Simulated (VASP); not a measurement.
# BN (Fmm2) in VASP: notebook, part 2 of 2

VASP 6.6.1. The steps go on from the part before.

### 5 Single point, PBE+D3(BJ)

This run uses another cell than the first one, of 8.67 Å³/atom.

Input file INCAR:

```
  ALGO = Normal
  EDIFF = 1E-6
  ENCUT = 520
  GGA = PE
  ISIF = 2
  ISMEAR = 0
  ISYM = 0
  IVDW = 12
  LASPH = T
  LCHARG = F
  LREAL = F
  LWAVE = F
  NBANDS = 11
  NELM = 80
  PREC = Accurate
  SIGMA = 0.05
```

Input file KPOINTS:

```
k-points
0
Gamma
  12 12 12
```

Input file POSCAR:

```
BN
1.0
    0.0000000000      3.1892054910      2.1688319106
    1.2538424675      0.0000000000      2.1688319106
    1.2538424675      3.1892054910      0.0000000000
B N
1 1
Direct
    0.0001068737      0.0001068737      0.9998931263
    0.6665931163      0.6665931163      0.3334068837
```

Potentials or basis: VASP PAW PBE potentials, release 64 (B, N).

Launch:

```bash
cat potpaw_PBE.64/B/POTCAR potpaw_PBE.64/N/POTCAR > POTCAR
mpirun -np 1 vasp_std > vasp.out
```

OUTCAR:

```text
EDIFF = 1E-6
   ENCUT = 520
   GGA = PE
   ISIF = 2
   ISMEAR = 0
   ISYM = 0
   IVDW = 12
   LASPH = T
   LREAL = F
   NELM = 80
   PREC = Accurate
 IVDW          = 12

 ion  position               nearest neighbor table
   1  0.000  0.000  1.000-   2 1.45   2 1.45   2 1.45
   2  0.667  0.667  0.333-   1 1.45   1 1.45   1 1.45

IMPORTANT INFORMATION: All symmetrisations will be switched off!
NOSYMM: (Re-)initialisation of all symmetry stuff for point group C_1.

----------------------------------------------------------------------------------------

                                     Primitive cell

  volume of cell :      17.3453

  direct lattice vectors                    reciprocal lattice vectors
     0.000000000  3.189205491  2.168831911    -0.398774179  0.156778860  0.230538843
     1.253842467  0.000000000  2.168831911     0.398774179 -0.156778860  0.230538843
     1.253842467  3.189205491  0.000000000     0.398774179  0.156778860 -0.230538843

  length of vectors
     3.856794462  2.505185181  3.426828358     0.486568201  0.486568201  0.486568201

  position of ions in fractional coordinates (direct lattice)
     0.000106874  0.000106874  0.999893126
     0.666593116  0.666593116  0.333406884

  ion indices of the primitive-cell ions
   primitive index   ion index
                 1           1
                 2           2

----------------------------------------------------------------------------------------

 KPOINTS: k-points

Automatic generation of k-mesh.
 Grid dimensions read from file:
 generate k-points for:   12   12   12

 Generating k-lattice:

  Cartesian coordinates                     Fractional coordinates (reciprocal lattice)
    -0.033231182  0.013064905  0.019211570     0.083333333  0.000000000  0.000000000
     0.033231182 -0.013064905  0.019211570     0.000000000  0.083333333  0.000000000
     0.033231182  0.013064905 -0.019211570     0.000000000  0.000000000  0.083333333

  Length of vectors
     0.040547350  0.040547350  0.040547350

  Shift w.r.t. Gamma in fractional coordinates (k-lattice)
     0.000000000  0.000000000  0.000000000

 Subroutine IBZKPT returns following result:
 ===========================================

 Found    868 irreducible k-points:

 Following reciprocal coordinates:
            Coordinates               Weight
  0.000000  0.000000  0.000000      1.000000
  0.083333  0.000000  0.000000      2.000000
 -0.083333 -0.083333 -0.083333      2.000000
  0.000000  0.083333 -0.000000      2.000000
  0.000000  0.000000  0.083333      2.000000
  0.166667 -0.000000  0.000000      2.000000
[... 16 lines left out ...]
  0.500000  0.500000  0.500000      1.000000
 -0.000000  0.500000 -0.000000      1.000000
 [... further k-points ...]
   k-points           NKPTS =    868   k-points in BZ     NKDIM =    868   number of bands    NBANDS=     11
   number of dos      NEDOS =    301   number of ions     NIONS =      2
   total plane-waves  NPLWV =  16800
   dimension x,y,z NGX =    30 NGY =   20 NGZ =   28
   dimension x,y,z NGXF=    60 NGYF=   40 NGZF=   56
   ions per type =               1   1
   NGX,Y,Z   is equivalent  to a cutoff of  12.93, 13.27, 13.58 a.u.
   NGXF,Y,Z  is equivalent  to a cutoff of  25.86, 26.54, 27.17 a.u.
 SYSTEM =  unknown system
   PREC   = accura    normal or accurate (medium, high low for compatibility)
   ISTART =      0    job   : 0-new  1-cont  2-samecut
   ICHARG =      2    charge: 1-file 2-atom 10-const
   ISPIN  =      1    spin polarized calculation?
   LNONCOLLINEAR =      F non collinear calculations
   LSORBIT =      F    spin-orbit coupling
   LASPH  =      T    aspherical Exc in radial PAW
   ENCUT  =  520.0 eV  38.22 Ry    6.18 a.u.   7.17  4.66  6.37*2*pi/ulx,y,z
   NELM   =     80;   NELMIN=  2; NELMDL= -5     # of ELM steps
   EDIFF  = 0.1E-05   stopping-criterion for ELM
   LREAL  =      F    real-space projection
   EDIFFG = 0.1E-04   stopping-criterion for IOM
   NSW    =      0    number of steps for IOM
   IBRION =     -1    ionic relax: 0-MD 1-quasi-New 2-CG
   NFREE  =      0    steps in history (QN), initial steepest desc. (CG)
   ISIF   =      2    stress and relaxation
   ISYM   =      0    0-nonsym 1-usesym 2-fastsym
   POTIM  = 0.5000    time-step for ionic-motion
   TEBEG  =    0.0;   TEEND  =   0.0 temperature during run
   PSTRESS=    0.0 pullay stress
   NELECT =       8.0000    total number of electrons
   NUPDOWN=      -1.0000    fix difference up-down
   EMIN   =  10.00;   EMAX   =-10.00  energy-range for DOS
   EFERMI =   0.00;   METHOD = LEGACY
   ISMEAR =     0;   SIGMA  =   0.05  broadening in eV -4-tet -1-fermi 0-gaus
   EFERMI_NEDOS =   21; number of points for ismear=-14 and -15
   IALGO  =     38    algorithm
   IMIX   =      4    mixing-type and parameters
     AMIX     =   0.40;   BMIX     =  1.00
     AMIX_MAG =   1.60;   BMIX_MAG =  1.00
  volume/ion in A,a.u.               =       8.67        58.53
  Fermi-wavevector in a.u.,A,eV,Ry     =   1.264866  2.390249 21.767756  1.599885
  Thomas-Fermi vector in A             =   2.398149
   LORBIT       =      0    0 simple, 1 ext, 2 COOP (PROOUT), +10 PAW based schemes
   GGA     = PE    functional components
   LHFCALC =     F    Hartree Fock is set to
   AEXX    =    0.0000 exact exchange contribution
   IVDW    =    12    specifies the selected vdW correction
   LEPSILON=     F    determine dielectric tensor
   LRPA    =     F    only Hartree local field effects (RPA)
 non-spin polarized calculation
 Gauss-broadening in eV      SIGMA  =   0.05
  energy-cutoff  :      520.00
  volume of cell :       17.35
 maximum number of plane-waves:       478
 NGX is ok and might be reduce to    30
   NGX = 15   NGY =  9   NGZ = 13

 number of electron       8.0000000 magnetization

 Free energy of the ion-electron system (eV)
  ---------------------------------------------------
  ext. energy  EPLUGINS =         0.00000000
  ---------------------------------------------------
  free energy    TOTEN  =       -17.55554004 eV

  energy without entropy =      -17.55554004  energy(sigma->0) =      -17.55554004

 E-fermi :   3.0370     XC(G=0): -10.3405

 val. band max:        2.8147870543   @ k =   0.5000   0.3333  -0.0833
 cond. band min:       6.1767212936   @ k =   0.0000   0.5000   0.5000
 fundamental gap:      3.3619342392
 Fermi energy:         3.0369771112

 k-point     1 :       0.0000    0.0000    0.0000
  band No.  band energies     occupation
      1     -15.2433      2.00000
      2      -1.2399      2.00000
      3       1.2792      2.00000
      4       1.2988      2.00000
      5       8.0978      0.00000
      6      14.1463      0.00000
      7      14.2904      0.00000
      8      15.8076      0.00000
      9      17.5115      0.00000
     10      28.3230      0.00000
     11      30.5810      0.00000

 k-point     2 :       0.0833    0.0000    0.0000
  band No.  band energies     occupation
      1     -15.1008      2.00000
      2      -1.1343      2.00000
      3       0.7328      2.00000
      4       1.0267      2.00000
      5       8.4382      0.00000
      6      14.1716      0.00000
      7      14.7805      0.00000
      8      15.2851      0.00000
      9      17.9652      0.00000
     10      28.2608      0.00000
     11      28.7471      0.00000

 k-point     3 :      -0.0833   -0.0833   -0.0833
  band No.  band energies     occupation
      1     -15.1008      2.00000
      2      -1.1343      2.00000
      3       0.7328      2.00000
      4       1.0267      2.00000
      5       8.4382      0.00000
      6      14.1716      0.00000
      7      14.7805      0.00000
      8      15.2851      0.00000
      9      17.9652      0.00000
     10      28.2608      0.00000
     11      28.7471      0.00000
[... 267 lines left out ...]
 k-point    23 :       0.5000    0.5000    0.5000
  band No.  band energies     occupation
      1     -11.9690      2.00000
      2      -6.2808      2.00000
      3      -1.5053      2.00000
      4       1.6846      2.00000
      5       7.2678      0.00000
      6      12.5328      0.00000
      7      16.5171      0.00000
      8      19.4647      0.00000
      9      23.5406      0.00000
     10      24.4166      0.00000
     11      25.8665      0.00000

 k-point    24 :      -0.0000    0.5000   -0.0000
  band No.  band energies     occupation
      1     -11.9690      2.00000
      2      -6.2808      2.00000
      3      -1.5053      2.00000
      4       1.6846      2.00000
      5       7.2678      0.00000
      6      12.5328      0.00000
      7      16.5171      0.00000
      8      19.4647      0.00000
      9      23.5406      0.00000
     10      24.4166      0.00000
     11      25.8665      0.00000

 [... further k-points ...]

------------------------ aborting loop because EDIFF is reached ----------------------------------------

 Edisp (eV)   -0.29606

 E8    (eV) :    -0.0872

  FORCE on cell =-STRESS in cart. coord.  units (eV):
  Direction    XX          YY          ZZ          XY          YZ          ZX
  --------------------------------------------------------------------------------------
  -------------------------------------------------------------------------------------
  Total       0.02491     0.17216    -0.02683     0.00001     0.00000     0.00001
  in kB       2.30112    15.90224    -2.47810     0.00075     0.00034     0.00050
  external pressure =        5.24 kB  Pullay stress =        0.00 kB

 VOLUME and BASIS-vectors are now :
 -----------------------------------------------------------------------------
  energy-cutoff  :      520.00
  volume of cell :       17.35
      direct lattice vectors                 reciprocal lattice vectors
     0.000000000  3.189205491  2.168831911    -0.398774179  0.156778860  0.230538843
     1.253842467  0.000000000  2.168831911     0.398774179 -0.156778860  0.230538843
     1.253842467  3.189205491  0.000000000     0.398774179  0.156778860 -0.230538843

 POSITION                                       TOTAL-FORCE (eV/Angst)
 -----------------------------------------------------------------------------------
      1.25384      3.18921      0.00046         0.000029     -0.000003      0.007602
      1.25384      3.18921      2.89146        -0.000029      0.000003     -0.007602
 -----------------------------------------------------------------------------------
    total drift:                               -0.000058      0.000007     -0.000045

  FREE ENERGIE OF THE ION-ELECTRON SYSTEM (eV)
  ---------------------------------------------------
  free  energy   TOTEN  =       -17.8515963504 eV

  energy  without entropy=      -17.8515963504  energy(sigma->0) =      -17.85159635
```

OSZICAR:

```text
N       E                     dE             d eps       ncg     rms          rms(c)
DAV:   1     0.129995553446E+02    0.13000E+02   -0.47052E+03 19440   0.692E+02
DAV:   2    -0.185483990749E+02   -0.31548E+02   -0.30242E+02 22834   0.161E+02
DAV:   3    -0.192964323745E+02   -0.74803E+00   -0.74693E+00 23310   0.227E+01
DAV:   4    -0.192985117536E+02   -0.20794E-02   -0.20793E-02 20791   0.133E+00
DAV:   5    -0.192985195532E+02   -0.77996E-05   -0.77996E-05 23242   0.728E-02    0.794E+00
DAV:   6    -0.177353895953E+02    0.15631E+01   -0.51746E+00 21867   0.127E+01    0.362E+00
DAV:   7    -0.175908012842E+02    0.14459E+00   -0.23139E-01 22351   0.364E+00    0.222E+00
DAV:   8    -0.175549511153E+02    0.35850E-01   -0.10722E-01 22669   0.204E+00    0.256E-01
DAV:   9    -0.175551956470E+02   -0.24453E-03   -0.24725E-03 20728   0.407E-01    0.138E-01
DAV:  10    -0.175555204861E+02   -0.32484E-03   -0.46115E-04 21295   0.158E-01    0.233E-02
DAV:  11    -0.175555406084E+02   -0.20122E-04   -0.42706E-05 22347   0.447E-02    0.198E-02
DAV:  12    -0.175555400407E+02    0.56766E-06   -0.80168E-06 21109   0.189E-02
   1 F= -.17851596E+02 E0= -.17851596E+02  d E =-.346557E-12
```

Wall time 4 min (1 thread of Intel Xeon 8259CL, shared host); peak memory 0.29 GiB.

Results:

```
Free energy                : -17.8516 eV
Pressure                   : 0.5 GPa
Largest force              : 0.008 eV/Å
Band gap on the k mesh     : 3.36 eV (least direct gap 4.53 eV)
Dispersion energy per atom : -0.148 eV
```

Forces on the atoms (eV/Å):
```
B    0.000  0.000  0.008
N    0.000  0.000 -0.008
```

Levels at points of the mesh, in eV from the valence-band top:
```
           k point  band 1  band 2  band 3  band 4  band 5  band 6  band 7  band 8
(0.00, 0.00, 0.00)  -18.06   -4.05   -1.54   -1.52    5.28   11.33   11.48   12.99
(0.50, 0.00, 0.00)  -14.78   -9.10   -4.32   -1.13    4.45    9.72   13.70   16.65
(0.50, 0.50, 0.50)  -14.78   -9.10   -4.32   -1.13    4.45    9.72   13.70   16.65
(0.00, 0.50, 0.00)  -14.78   -9.10   -4.32   -1.13    4.45    9.72   13.70   16.65
(0.00, 0.00, 0.50)  -14.78   -9.10   -4.32   -1.13    4.45    9.72   13.70   16.65
(0.50, 0.50, 0.00)  -14.88   -9.27   -4.30   -0.30    6.15    9.31   12.41   14.27
(0.50, 0.00, 0.50)  -17.66   -6.60   -1.58   -1.52   10.44   11.25   11.38   12.29
(0.00, 0.50, 0.50)  -14.66   -8.90   -4.39   -1.88    3.36    9.65   15.10   19.27
```

Caveat: three body term missing.

### 6 Summary

```csv
cell,gap on the mesh (eV),pressure (GPa),largest force (eV/Å)
"a = 4.109, b = 2.505, c = 3.708 Å, angles 80.3, 36.9, 62.8°, 2 atoms",3.84,-0.2,-
"a = 4.151, b = 2.505, c = 3.755 Å, angles 80.4, 36.5, 63.1°, 2 atoms",3.89,-0.2,0.01
"a = 4.130, b = 2.505, c = 3.732 Å, angles 80.3, 36.7, 63.0°, 2 atoms",3.86,-0.2,0.01
"a = 3.857, b = 2.505, c = 3.427 Å, angles 79.4, 39.7, 60.9°, 2 atoms",3.36,0.5,0.01
```

Alike in all rows: task single point; level PBE+D3(BJ); potentials or basis VASP PAW PBE potentials, release 64 (B, N); no spin polarisation; k mesh 12 × 12 × 12; cutoff (eV) 520; smearing gaussian 0.05 eV.

Caveats: three body term missing (at least some runs).

Total energies depend on the potentials used, so only differences within one code and one set of settings carry meaning.
